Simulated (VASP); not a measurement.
# HfOs3 in VASP: a series of runs

The runs below take HfOs3 through single point, with PBE.

Program: VASP 6.6.1. These are calculated values, not measurements. Logs are shortened: lines on timing, memory, paths and dates and some standing lists are left out, and cuts for length are marked.

**1. The cell of the first run**

The structure is cubic, space group Pm-3m (No. 221). Conventional cell: a = 4.051 Å, b = 4.051 Å, c = 4.051 Å, α = 90.00°, β = 90.00°, γ = 90.00°. Os (site symmetry 4/mmm) has 8 Os at 2.86 Å and 4 Hf at 2.86 Å within 3.8 Å. Hf (site symmetry m-3m) has 12 Os at 2.86 Å within 3.8 Å.

**2. Single point, PBE**

File INCAR:

```
  ALGO = Normal
  EDIFF = 1E-6
  ENCUT = 520
  GGA = PE
  ISIF = 2
  ISMEAR = -1
  LASPH = True
  LCHARG = False
  LREAL = False
  LWAVE = False
  NBANDS = 25
  NELM = 60
  PREC = Accurate
  SIGMA = 0.05
```

File KPOINTS:

```
k-points
0
Gamma
  7 7 7
```

File POSCAR:

```
HfOs3
1.0
    4.0514937463      0.0000000000      0.0000000000
    0.0000000000      4.0514937463      0.0000000000
    0.0000000000      0.0000000000      4.0514937463
Os Hf
3 1
Direct
    0.0000000000      0.5000000000      0.5000000000
    0.5000000000      0.0000000000      0.5000000000
    0.5000000000      0.5000000000      0.0000000000
    0.0000000000      0.0000000000      0.0000000000
```

Potentials or basis: VASP PAW PBE potentials, release 64 (Os, Hf_pv).

Launch:

```sh
> cat potpaw_PBE.64/Os/POTCAR potpaw_PBE.64/Hf_pv/POTCAR > POTCAR
> mpirun -np 1 vasp_std > vasp.out
```

OUTCAR:

```text
EDIFF = 1E-6
   ENCUT = 520
   GGA = PE
   ISIF = 2
   ISMEAR = -1
   LASPH = True
   LREAL = False
   NELM = 60
   PREC = Accurate

 ion  position               nearest neighbor table
   1  0.000  0.500  0.500-   2 2.86   3 2.86   4 2.86   3 2.86   4 2.86   2 2.86   4 2.86   4 2.86
                             2 2.86   3 2.86   3 2.86   2 2.86
   2  0.500  0.000  0.500-   1 2.86   3 2.86   4 2.86   3 2.86   4 2.86   1 2.86   3 2.86   3 2.86
                             1 2.86   4 2.86   4 2.86   1 2.86
   3  0.500  0.500  0.000-   1 2.86   2 2.86   4 2.86   1 2.86   2 2.86   2 2.86   4 2.86   2 2.86
                             1 2.86   4 2.86   1 2.86   4 2.86
   4  0.000  0.000  0.000-   1 2.86   2 2.86   3 2.86   1 2.86   2 2.86   1 2.86   3 2.86   1 2.86
                             2 2.86   3 2.86   2 2.86   3 2.86

  LATTYP: Found a simple cubic cell.
 ALAT       =     4.0514937463

  Lattice vectors:

 A1 = (   4.0514937463,   0.0000000000,   0.0000000000)
 A2 = (   0.0000000000,   4.0514937463,   0.0000000000)
 A3 = (   0.0000000000,   0.0000000000,   4.0514937463)

Analysis of symmetry for initial positions (statically):
=====================================================================
 Subroutine PRICEL returns:
 Original cell was already a primitive cell.

 Routine SETGRP: Setting up the symmetry group for a
 simple cubic supercell.

 Subroutine GETGRP returns: Found 48 space group operations
 (whereof 48 operations were pure point group operations)
 out of a pool of 48 trial point group operations.

The static configuration has the point symmetry O_h .

Analysis of symmetry for dynamics (positions and initial velocities):
=====================================================================
 Subroutine PRICEL returns:
 Original cell was already a primitive cell.

 Routine SETGRP: Setting up the symmetry group for a
 simple cubic supercell.

 Subroutine GETGRP returns: Found 48 space group operations
 (whereof 48 operations were pure point group operations)
 out of a pool of 48 trial point group operations.

The dynamic configuration has the point symmetry O_h .

 Subroutine INISYM returns: Found 48 space group operations
 (whereof 48 operations are pure point group operations),
 and found     1 'primitive' translations

----------------------------------------------------------------------------------------

                                     Primitive cell

  volume of cell :      66.5037

  direct lattice vectors                    reciprocal lattice vectors
     4.051493746  0.000000000  0.000000000     0.246822546  0.000000000  0.000000000
     0.000000000  4.051493746  0.000000000     0.000000000  0.246822546  0.000000000
     0.000000000  0.000000000  4.051493746     0.000000000  0.000000000  0.246822546

  length of vectors
     4.051493746  4.051493746  4.051493746     0.246822546  0.246822546  0.246822546

  position of ions in fractional coordinates (direct lattice)
     0.000000000  0.500000000  0.500000000
     0.500000000  0.000000000  0.500000000
     0.500000000  0.500000000  0.000000000
     0.000000000  0.000000000  0.000000000

  ion indices of the primitive-cell ions
   primitive index   ion index
                 1           1
                 2           2
                 3           3
                 4           4

----------------------------------------------------------------------------------------

 KPOINTS: k-points

Automatic generation of k-mesh.
 Grid dimensions read from file:
 generate k-points for:    7    7    7

 Generating k-lattice:

  Cartesian coordinates                     Fractional coordinates (reciprocal lattice)
     0.035260364  0.000000000  0.000000000     0.142857143  0.000000000  0.000000000
     0.000000000  0.035260364  0.000000000     0.000000000  0.142857143  0.000000000
     0.000000000  0.000000000  0.035260364     0.000000000  0.000000000  0.142857143

  Length of vectors
     0.035260364  0.035260364  0.035260364

  Shift w.r.t. Gamma in fractional coordinates (k-lattice)
     0.000000000  0.000000000  0.000000000

 Subroutine IBZKPT returns following result:
 ===========================================

 Found     20 irreducible k-points:

 Following reciprocal coordinates:
            Coordinates               Weight
  0.000000  0.000000  0.000000      1.000000
  0.142857  0.000000  0.000000      6.000000
  0.285714  0.000000  0.000000      6.000000
  0.428571  0.000000  0.000000      6.000000
  0.142857  0.142857  0.000000     12.000000
  0.285714  0.142857  0.000000     24.000000
[... 12 lines left out ...]
  0.428571  0.428571  0.285714     24.000000
  0.428571  0.428571  0.428571      8.000000
   k-points           NKPTS =     20   k-points in BZ     NKDIM =     20   number of bands    NBANDS=     25
   number of dos      NEDOS =    301   number of ions     NIONS =      4
   total plane-waves  NPLWV =  27000
   dimension x,y,z NGX =    30 NGY =   30 NGZ =   30
   dimension x,y,z NGXF=    60 NGYF=   60 NGZF=   60
   ions per type =               3   1
   NGX,Y,Z   is equivalent  to a cutoff of  12.31, 12.31, 12.31 a.u.
   NGXF,Y,Z  is equivalent  to a cutoff of  24.62, 24.62, 24.62 a.u.
 SYSTEM =  unknown system
   PREC   = accura    normal or accurate (medium, high low for compatibility)
   ISTART =      0    job   : 0-new  1-cont  2-samecut
   ICHARG =      2    charge: 1-file 2-atom 10-const
   ISPIN  =      1    spin polarized calculation?
   LNONCOLLINEAR =      F non collinear calculations
   LSORBIT =      F    spin-orbit coupling
   LASPH  =      T    aspherical Exc in radial PAW
   ENCUT  =  520.0 eV  38.22 Ry    6.18 a.u.   7.53  7.53  7.53*2*pi/ulx,y,z
   NELM   =     60;   NELMIN=  2; NELMDL= -5     # of ELM steps
   EDIFF  = 0.1E-05   stopping-criterion for ELM
   LREAL  =      F    real-space projection
   EDIFFG = 0.1E-04   stopping-criterion for IOM
   NSW    =      0    number of steps for IOM
   IBRION =     -1    ionic relax: 0-MD 1-quasi-New 2-CG
   NFREE  =      0    steps in history (QN), initial steepest desc. (CG)
   ISIF   =      2    stress and relaxation
   ISYM   =      2    0-nonsym 1-usesym 2-fastsym
   POTIM  = 0.5000    time-step for ionic-motion
   TEBEG  =    0.0;   TEEND  =   0.0 temperature during run
   PSTRESS=    0.0 pullay stress
   NELECT =      34.0000    total number of electrons
   NUPDOWN=      -1.0000    fix difference up-down
   EMIN   =  10.00;   EMAX   =-10.00  energy-range for DOS
   EFERMI =   0.00;   METHOD = LEGACY
   ISMEAR =    -1;   SIGMA  =   0.05  broadening in eV -4-tet -1-fermi 0-gaus
   EFERMI_NEDOS =   21; number of points for ismear=-14 and -15
   IALGO  =     38    algorithm
   IMIX   =      4    mixing-type and parameters
     AMIX     =   0.40;   BMIX     =  1.00
     AMIX_MAG =   1.60;   BMIX_MAG =  1.00
  volume/ion in A,a.u.               =      16.63       112.20
  Fermi-wavevector in a.u.,A,eV,Ry     =   1.309039  2.473725 23.314718  1.713583
  Thomas-Fermi vector in A             =   2.439665
   LORBIT       =      0    0 simple, 1 ext, 2 COOP (PROOUT), +10 PAW based schemes
   GGA     = PE    functional components
   LHFCALC =     F    Hartree Fock is set to
   AEXX    =    0.0000 exact exchange contribution
   IVDW    =     0    specifies the selected vdW correction
   LEPSILON=     F    determine dielectric tensor
   LRPA    =     F    only Hartree local field effects (RPA)
 non-spin polarized calculation
  energy-cutoff  :      520.00
  volume of cell :       66.50
 maximum number of plane-waves:      1806
 NGX is ok and might be reduce to    30
   NGX = 15   NGY = 15   NGZ = 15

 number of electron      33.9999998 magnetization

 Free energy of the ion-electron system (eV)
  ---------------------------------------------------
  ext. energy  EPLUGINS =         0.00000000
  ---------------------------------------------------
  free energy    TOTEN  =       -43.86557292 eV

  energy without entropy =      -43.81414497  energy(sigma->0) =      -43.83985895

 E-fermi :   6.6299     XC(G=0): -12.9648

 val. band max:        6.6112804031   @ k =   0.4286   0.1429   0.1429
 cond. band min:       6.6396081794   @ k =   0.4286   0.4286   0.1429
 fundamental gap:      0.0283277763
 Fermi energy:         6.6298675308

 k-point     1 :       0.0000    0.0000    0.0000
  band No.  band energies     occupation
      1     -23.0990      2.00000
      2     -23.0990      2.00000
      3     -23.0990      2.00000
      4      -2.1234      2.00000
      5       1.1549      2.00000
      6       1.2947      2.00000
[... 17 lines left out ...]
     24      11.7401      0.00000
     25      13.3998      0.00000

 k-point     2 :       0.1429    0.0000    0.0000
  band No.  band energies     occupation
      1     -23.1106      2.00000
      2     -23.1009      2.00000
      3     -23.1009      2.00000
      4      -1.8426      2.00000
      5       1.3061      2.00000
      6       1.4506      2.00000
[... 17 lines left out ...]
     24      11.6171      0.00000
     25      13.4150      0.00000

 k-point     3 :       0.2857    0.0000    0.0000
  band No.  band energies     occupation
      1     -23.1363      2.00000
      2     -23.1051      2.00000
      3     -23.1051      2.00000
      4      -1.0458      2.00000
      5       1.4987      2.00000
      6       1.9474      2.00000
[... 17 lines left out ...]
     24      11.0963      0.00000
     25      13.2852      0.00000

 k-point     4 :       0.4286    0.0000    0.0000
  band No.  band energies     occupation
      1     -23.1568      2.00000
      2     -23.1084      2.00000
      3     -23.1084      2.00000
      4       0.0815      2.00000
      5       1.2144      2.00000
      6       2.4782      2.00000
[... 17 lines left out ...]
     24      10.7771      0.00000
     25      13.2365      0.00000
[... 365 lines left out ...]
 k-point    18 :       0.4286    0.2857    0.2857
  band No.  band energies     occupation
      1     -23.1391      2.00000
      2     -23.1295      2.00000
      3     -23.1192      2.00000
      4       0.8859      2.00000
      5       1.5886      2.00000
      6       2.0766      2.00000
[... 17 lines left out ...]
     24      10.7587      0.00000
     25      11.9585      0.00000

 k-point    19 :       0.4286    0.4286    0.2857
  band No.  band energies     occupation
      1     -23.1342      2.00000
      2     -23.1305      2.00000
      3     -23.1216      2.00000
      4       1.0701      2.00000
      5       1.4369      2.00000
      6       1.5565      2.00000
[... 17 lines left out ...]
     24      10.7209      0.00000
     25      11.8642      0.00000

 k-point    20 :       0.4286    0.4286    0.4286
  band No.  band energies     occupation
      1     -23.1286      2.00000
      2     -23.1249      2.00000
      3     -23.1249      2.00000
      4       0.9375      2.00000
      5       1.1111      2.00000
      6       1.1111      2.00000
[... 17 lines left out ...]
     24      10.9791      0.00000
     25      11.5228      0.00000

------------------------ aborting loop because EDIFF is reached ----------------------------------------

  FORCE on cell =-STRESS in cart. coord.  units (eV):
  Direction    XX          YY          ZZ          XY          YZ          ZX
  --------------------------------------------------------------------------------------
  -------------------------------------------------------------------------------------
  Total       -6.1356600     -6.1356600     -6.1356600      0.0000000      0.0000000      0.0000000
  in kB     -147.8176681   -147.8176681   -147.8176681      0.0000000      0.0000000      0.0000000
  external PRESSURE =    -147.8176681 kB  Pullay stress =       0.0000000 kB

 VOLUME and BASIS-vectors are now :
 -----------------------------------------------------------------------------
  energy-cutoff  :      520.00
  volume of cell :       66.50
      direct lattice vectors                 reciprocal lattice vectors
     4.051493746  0.000000000  0.000000000     0.246822546  0.000000000  0.000000000
     0.000000000  4.051493746  0.000000000     0.000000000  0.246822546  0.000000000
     0.000000000  0.000000000  4.051493746     0.000000000  0.000000000  0.246822546

 POSITION                                       TOTAL-FORCE (eV/Angst)
 -----------------------------------------------------------------------------------
      0.00000      2.02575      2.02575         0.000000      0.000000      0.000000
      2.02575      0.00000      2.02575         0.000000      0.000000      0.000000
      2.02575      2.02575      0.00000         0.000000      0.000000      0.000000
      0.00000      0.00000      0.00000         0.000000      0.000000      0.000000
 -----------------------------------------------------------------------------------
    total drift:                                0.000000      0.000000     -0.000000

  FREE ENERGIE OF THE ION-ELECTRON SYSTEM (eV)
  ---------------------------------------------------
  free  energy   TOTEN  =       -43.8655729169 eV

  energy  without entropy=      -43.8141449747  energy(sigma->0) =      -43.83985895
```

Wall time 18 s (1 thread of AMD EPYC 9R45 (Zen 5), shared host); peak memory 0.15 GiB.

What came out:

```
Free energy            : -43.8656 eV
Pressure               : -14.8 GPa
Band gap on the k mesh : zero (band 17 reaches 9.45 eV, above the bottom of band 18 at 6.20 eV)
```

Caveat: spin-orbit coupling is left out, which moves the levels of the heavy elements.

(Continued in part 2 of 2.)
